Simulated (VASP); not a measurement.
# Se (Im-3m) in VASP: a series of runs

Runs on Se. Level: PBEsol. Tasks: single point, relaxation of cell and atoms.

All numbers are computed with VASP 6.6.1; they aren't measurements. Logs are shortened: lines on timing, memory, paths and dates and some standing lists are left out, and cuts for length are marked.

**1. The cell of the first run**

It takes space group Im-3m (No. 229, cubic). Conventional cell: a = 3.006 Å, b = 3.006 Å, c = 3.006 Å, α = 90.00°, β = 90.00°, γ = 90.00°. Se (site symmetry m-3m) has 14 Se at 2.60 to 3.01 Å within 3.4 Å.

This isn't the form of Se at room conditions, which is trigonal, of chains.

**2. Single point, PBEsol**

The input, INCAR:

```
SYSTEM = Se
ALGO     = Normal         ! electronic algorithm
EDIFF    = 1E-6           ! SCF threshold, eV
ENCUT    = 520            ! plane-wave cutoff, eV
GGA      = PS             ! functional
ISIF     = 2              ! what is computed and relaxed
ISMEAR   = -1             ! smearing method
LASPH    = .TRUE.         ! aspherical terms in the spheres
LCHARG   = .FALSE.        ! write CHGCAR
LREAL    = .FALSE.        ! projectors in reciprocal space
LWAVE    = .FALSE.        ! write WAVECAR
NBANDS   = 9              ! bands
NELM     = 80             ! most SCF steps
PREC     = Accurate       ! precision mode
SIGMA    = 0.05           ! smearing width, eV
```

The input, KPOINTS:

```
k-points
0
G
  17 17 17
  0 0 0
```

The input, POSCAR:

```
Se
1.0
   -1.5029419154      1.5029419154      1.5029419154
    1.5029419154     -1.5029419154      1.5029419154
    1.5029419154      1.5029419154     -1.5029419154
Se
1
Direct
    0.0000000000      0.0000000000      0.0000000000
```

Potentials or basis: VASP PAW PBE potentials, release 64 (Se).

Launch:

```bash
cat potpaw_PBE.64/Se/POTCAR > POTCAR
mpirun -np 1 vasp_std > vasp.out
```

OUTCAR:

```text
SYSTEM = Se
   EDIFF = 1E-6
   ENCUT = 520
   GGA = PS
   ISIF = 2
   ISMEAR = -1
   LASPH = .TRUE.
   LREAL = .FALSE.
   NELM = 80
   PREC = Accurate

 ion  position               nearest neighbor table
   1  0.000  0.000  0.000-

  LATTYP: Found a body centered cubic cell.
 ALAT       =     3.0058838308

  Lattice vectors:

 A1 = (  -1.5029419154,   1.5029419154,   1.5029419154)
 A2 = (   1.5029419154,  -1.5029419154,   1.5029419154)
 A3 = (   1.5029419154,   1.5029419154,  -1.5029419154)

Analysis of symmetry for initial positions (statically):
=====================================================================
 Subroutine PRICEL returns:
 Original cell was already a primitive cell.

 Routine SETGRP: Setting up the symmetry group for a
 body centered cubic supercell.

 Subroutine GETGRP returns: Found 48 space group operations
 (whereof 48 operations were pure point group operations)
 out of a pool of 48 trial point group operations.

The static configuration has the point symmetry O_h .

Analysis of symmetry for dynamics (positions and initial velocities):
=====================================================================
 Subroutine PRICEL returns:
 Original cell was already a primitive cell.

 Routine SETGRP: Setting up the symmetry group for a
 body centered cubic supercell.

 Subroutine GETGRP returns: Found 48 space group operations
 (whereof 48 operations were pure point group operations)
 out of a pool of 48 trial point group operations.

The dynamic configuration has the point symmetry O_h .

 Subroutine INISYM returns: Found 48 space group operations
 (whereof 48 operations are pure point group operations),
 and found     1 'primitive' translations

----------------------------------------------------------------------------------------

                                     Primitive cell

  volume of cell :      13.5796

  direct lattice vectors                    reciprocal lattice vectors
    -1.502941915  1.502941915  1.502941915     0.000000000  0.332680854  0.332680854
     1.502941915 -1.502941915  1.502941915     0.332680854  0.000000000  0.332680854
     1.502941915  1.502941915 -1.502941915     0.332680854  0.332680854  0.000000000

  length of vectors
     2.603171758  2.603171758  2.603171758     0.470481776  0.470481776  0.470481776

  position of ions in fractional coordinates (direct lattice)
[... 78 lines left out ...]
   LREAL  =      F    real-space projection
   EDIFFG = 0.1E-04   stopping-criterion for IOM
   NSW    =      0    number of steps for IOM
   IBRION =     -1    ionic relax: 0-MD 1-quasi-New 2-CG
   NFREE  =      0    steps in history (QN), initial steepest desc. (CG)
   ISIF   =      2    stress and relaxation
   ISYM   =      2    0-nonsym 1-usesym 2-fastsym
   POTIM  = 0.5000    time-step for ionic-motion
   TEBEG  =    0.0;   TEEND  =   0.0 temperature during run
   PSTRESS=    0.0 pullay stress
   NELECT =       6.0000    total number of electrons
   NUPDOWN=      -1.0000    fix difference up-down
   EMIN   =  10.00;   EMAX   =-10.00  energy-range for DOS
   EFERMI =   0.00;   METHOD = LEGACY
   ISMEAR =    -1;   SIGMA  =   0.05  broadening in eV -4-tet -1-fermi 0-gaus
   EFERMI_NEDOS =   21; number of points for ismear=-14 and -15
   IALGO  =     38    algorithm
   IMIX   =      4    mixing-type and parameters
     AMIX     =   0.40;   BMIX     =  1.00
     AMIX_MAG =   1.60;   BMIX_MAG =  1.00
  volume/ion in A,a.u.               =      13.58        91.64
  Fermi-wavevector in a.u.,A,eV,Ry     =   1.246895  2.356289 21.153603  1.554746
  Thomas-Fermi vector in A             =   2.381051
   LORBIT       =      0    0 simple, 1 ext, 2 COOP (PROOUT), +10 PAW based schemes
   GGA     = PS    functional components
   LHFCALC =     F    Hartree Fock is set to
   AEXX    =    0.0000 exact exchange contribution
   IVDW    =     0    specifies the selected vdW correction
   LEPSILON=     F    determine dielectric tensor
   LRPA    =     F    only Hartree local field effects (RPA)
 non-spin polarized calculation
  energy-cutoff  :      520.00
  volume of cell :       13.58
 maximum number of plane-waves:       375
   NGX =  9   NGY =  9   NGZ =  9

 number of electron       5.9999999 magnetization

 Free energy of the ion-electron system (eV)
  ---------------------------------------------------
  ext. energy  EPLUGINS =         0.00000000
  ---------------------------------------------------
  free energy    TOTEN  =        -2.54353722 eV

  energy without entropy =       -2.53896126  energy(sigma->0) =       -2.54124924

 E-fermi :  11.3130     XC(G=0): -12.6158

 val. band max:       11.2974334597   @ k =  -0.4706   0.4706   0.0588
 cond. band min:      11.3178969887   @ k =  -0.1765   0.2941   0.0588
 fundamental gap:      0.0204635290
 Fermi energy:        11.3130210509

 k-point     1 :       0.0000    0.0000    0.0000
  band No.  band energies     occupation
      1      -9.4517      2.00000
      2      16.9913      0.00000
      3      16.9913      0.00000
      4      16.9913      0.00000
      5      24.7719      0.00000
      6      24.7719      0.00000
      7      24.7719      0.00000
      8      28.3062      0.00000
      9      28.3062      0.00000
[... 265 lines left out ...]
 k-point    24 :       0.1765    0.1765    0.0000
  band No.  band energies     occupation
      1      -6.5062      2.00000
      2       7.7365      2.00000
      3      10.3846      2.00000
      4      14.2719      0.00000
      5      21.4386      0.00000
      6      22.9773      0.00000
      7      27.2854      0.00000
      8      29.1071      0.00000
      9      32.9756      0.00000

 [... further k-points ...]

------------------------ aborting loop because EDIFF is reached ----------------------------------------

  FORCE on cell =-STRESS in cart. coord.  units (eV):
  Direction    XX          YY          ZZ          XY          YZ          ZX
  --------------------------------------------------------------------------------------
  -------------------------------------------------------------------------------------
  Total        5.5854421      5.5854421      5.5854421     -0.0000000      0.0000000      0.0000000
  in kB      658.9941499    658.9941499    658.9941499     -0.0000000      0.0000000      0.0000000
  external PRESSURE =     658.9941499 kB  Pullay stress =       0.0000000 kB

 VOLUME and BASIS-vectors are now :
 -----------------------------------------------------------------------------
  energy-cutoff  :      520.00
  volume of cell :       13.58
      direct lattice vectors                 reciprocal lattice vectors
    -1.502941915  1.502941915  1.502941915     0.000000000  0.332680854  0.332680854
     1.502941915 -1.502941915  1.502941915     0.332680854  0.000000000  0.332680854
     1.502941915  1.502941915 -1.502941915     0.332680854  0.332680854  0.000000000

 POSITION                                       TOTAL-FORCE (eV/Angst)
 -----------------------------------------------------------------------------------
      0.00000      0.00000      0.00000        -0.000000     -0.000000      0.000000
 -----------------------------------------------------------------------------------
    total drift:                               -0.000000      0.000000     -0.000000

  FREE ENERGIE OF THE ION-ELECTRON SYSTEM (eV)
  ---------------------------------------------------
  free  energy   TOTEN  =        -2.5435372214 eV

  energy  without entropy=       -2.5389612580  energy(sigma->0) =       -2.54124924
```

OSZICAR:

```text
N       E                     dE             d eps       ncg     rms          rms(c)
DAV:   1     0.924990227005E+01    0.92499E+01   -0.31952E+03  3050   0.599E+02
DAV:   2    -0.235256471459E+01   -0.11602E+02   -0.11242E+02  4160   0.818E+01
DAV:   3    -0.255075988538E+01   -0.19820E+00   -0.19701E+00  3488   0.907E+00
DAV:   4    -0.255099121416E+01   -0.23133E-03   -0.23132E-03  3830   0.322E-01
DAV:   5    -0.255099129725E+01   -0.83088E-07   -0.82492E-07  3491   0.536E-03    0.725E+00
DAV:   6    -0.254614905725E+01    0.48422E-02   -0.37884E-04  3556   0.144E-01    0.436E+00
DAV:   7    -0.254354266116E+01    0.26064E-02   -0.73575E-04  3603   0.214E-01    0.302E-02
DAV:   8    -0.254353788479E+01    0.47764E-05   -0.83135E-06  3335   0.175E-02    0.117E-02
DAV:   9    -0.254353722139E+01    0.66340E-06   -0.16765E-06  3208   0.771E-03
   1 F= -.25435372E+01 E0= -.25412492E+01  d E =-.457596E-02
```

Run time: 7.2 s. Hardware: 1 thread of AMD EPYC 9R45 (Zen 5), shared host; peak memory 0.11 GiB.

Results:

* Free energy: -2.5435 eV
* Pressure: 65.9 GPa
* Band gap on the k mesh: zero (bands 3 and 4 overlap by 11.67 eV)

Caveat: the cell stands under pressure; the PAW data sets were made with another functional, which shifts forces and pressure a little.

**3. Relaxation of cell and atoms, PBEsol, target pressure 65 GPa, at which the enthalpy is minimised**

The input, INCAR:

```
SYSTEM = Se
PREC = Accurate
ENCUT = 600
EDIFF = 1E-6
ISMEAR = -1
SIGMA = 0.05
LREAL = .FALSE.
LASPH = .TRUE.
NELM = 80
ALGO = Normal
ISIF = 3
LWAVE = .FALSE.
LCHARG = .FALSE.
GGA = PS
IBRION = 2
NSW = 60
EDIFFG = -0.005
PSTRESS = 650.0
```

The input, KPOINTS:

```
Automatic mesh
0
G
  17 17 17
  0 0 0
```

The input, POSCAR:

```
Se
1.0
   -1.5023884633      1.5023884633      1.5023884633
    1.5023884633     -1.5023884633      1.5023884633
    1.5023884633      1.5023884633     -1.5023884633
Se
1
Direct
    0.0000000000      0.0000000000      0.0000000000
```

Potentials or basis: VASP PAW PBE potentials, release 64 (Se).

Launch:

```bash
cat potpaw_PBE.64/Se/POTCAR > POTCAR
mpirun -np 1 vasp_std > vasp.out
```

It took 18 s on 1 thread of AMD EPYC 9R45 (Zen 5), shared host; peak memory 0.12 GiB.

Results (log left out):

* Free energy: -2.5587 eV
* Relaxed volume: 13.62 Å³/atom
* Relaxed cell: a = 2.606 Å, b = 2.606 Å, c = 2.606 Å, α = 109.47°, β = 109.47°, γ = 109.47°
* Space group after relaxing (to 0.1 Å): Im-3m (No. 229)
* Energy change on relaxing (the run minimises the enthalpy): -21.3 meV/atom
* Ionic steps: 3
* Pressure after relaxing: 65.0 GPa
* Band gap on the k mesh: zero (bands 3 and 4 overlap by 11.62 eV)

Step by step:
| step | energy change (eV) | largest force (eV/Å) | pressure (GPa) | volume (Å³) |
| --- | --- | --- | --- | --- |
| 1 | 0.0000 | 0.0000 | 66.26 | 13.56 |
| 2 | -0.0840 | 0.0000 | 61.28 | 13.78 |
| 3 | -0.0213 | 0.0000 | 65.00 | 13.62 |

Final structure:
```
Se
1.0
    -1.50430    1.50430    1.50430
     1.50430   -1.50430    1.50430
     1.50430    1.50430   -1.50430
Se
1
Cartesian
  0.0000 0.0000 0.0000
```

Levels at points of the mesh, in eV from the Fermi level:
| k point | band 1 | band 2 | band 3 | band 4 | band 5 | band 6 |
| --- | --- | --- | --- | --- | --- | --- |
| (0.00, 0.00, 0.00) | -20.73 | 5.65 | 5.65 | 5.65 | 13.45 | 13.45 |

Caveat: the cell is relaxed towards a set pressure, so the run minimises the enthalpy, not the energy; the PAW data sets were made with another functional, which shifts forces and pressure a little.

**4. Relaxation of cell and atoms, PBEsol, target pressure 65 GPa, at which the enthalpy is minimised**

The input, INCAR:

```
SYSTEM = Se
  ALGO = Normal
  EDIFF = 1E-6
  EDIFFG = -0.005
  ENCUT = 600
  GGA = PS
  IBRION = 2
  ISIF = 3
  ISMEAR = -1
  LASPH = .TRUE.
  LCHARG = .FALSE.
  LREAL = .FALSE.
  LWAVE = .FALSE.
  NELM = 60
  NSW = 32
  PREC = Accurate
  PSTRESS = 650.0
  SIGMA = 0.05
```

The input, KPOINTS:

```
k-points
0
G
  17 17 17
  0 0 0
```

The input, POSCAR:

```
Se
1.0
   -1.5029419154      1.5029419154      1.5029419154
    1.5029419154     -1.5029419154      1.5029419154
    1.5029419154      1.5029419154     -1.5029419154
Se
1
Direct
    0.0000000000      0.0000000000      0.0000000000
```

Launch:

```bash
cat potpaw_PBE.64/Se/POTCAR > POTCAR
mpirun -np 1 vasp_std > vasp.out
```

Wall time 17 s (1 thread of AMD EPYC 9R45 (Zen 5), shared host); peak memory 0.12 GiB.

Results (log left out):

```yaml
Free_energy: -2.5587 eV
Relaxed_volume: 13.62 Å³/atom
Relaxed_cell: a = 2.606 Å, b = 2.606 Å, c = 2.606 Å, α = 109.47°, β = 109.47°, γ = 109.47°
Space_group_after_relaxing_to_0.1_Å: Im-3m (No. 229)
Energy_change_on_relaxing_the_run_minimises_the_enthalpy: -15.0 meV/atom
Ionic_steps: 3
Pressure_after_relaxing: 65.0 GPa
Band_gap_on_the_k_mesh: zero (bands 3 and 4 overlap by 11.62 eV)
```

The path:
```
step  energy change (eV)  largest force (eV/Å)  pressure (GPa)  volume (Å³)
   1              0.0000                0.0000           65.90        13.58
   2             -0.0602                0.0000           62.32        13.73
   3             -0.0150                0.0000           64.98        13.62
```

Final structure:
```
CELL_PARAMETERS angstrom
-1.50430 1.50430 1.50430
1.50430 -1.50430 1.50430
1.50430 1.50430 -1.50430
ATOMIC_POSITIONS crystal
Se 0.00000 0.00000 0.00000
```

Levels at points of the mesh, in eV from the Fermi level:
```tsv
k point	band 1	band 2	band 3	band 4	band 5	band 6
(0.00, 0.00, 0.00)	-20.73	5.65	5.65	5.65	13.45	13.45
```

Caveat: the cell is relaxed towards a set pressure, so the run minimises the enthalpy, not the energy; the PAW data sets were made with another functional, which shifts forces and pressure a little.

**5. The runs side by side**

| task | cell | cutoff (eV) | gap on the mesh (eV) | pressure (GPa) |
| --- | --- | --- | --- | --- |
| single point | a = 2.603 Å, angles 109.5°, 1 atom | 520 | none | 65.9 |
| relaxation of cell and atoms | relaxed to 65 GPa from a = 2.602 Å, angles 109.5°, 1 atom | 600 | none | 65.0 |
| relaxation of cell and atoms | relaxed to 65 GPa from a = 2.603 Å, angles 109.5°, 1 atom | 600 | none | 65.0 |

Alike in all rows: level PBEsol; potentials or basis VASP PAW PBE potentials, release 64 (Se); no spin polarisation; k mesh 17 × 17 × 17; smearing fermi-dirac 0.05 eV.

Caveats: the PAW data sets were made with another functional, which shifts forces and pressure a little; the cell is relaxed towards a set pressure, so the run minimises the enthalpy, not the energy (at least some runs); the cell stands under pressure (at least some runs).

Total energies depend on the potentials used, so only differences within one code and one set of settings carry meaning.
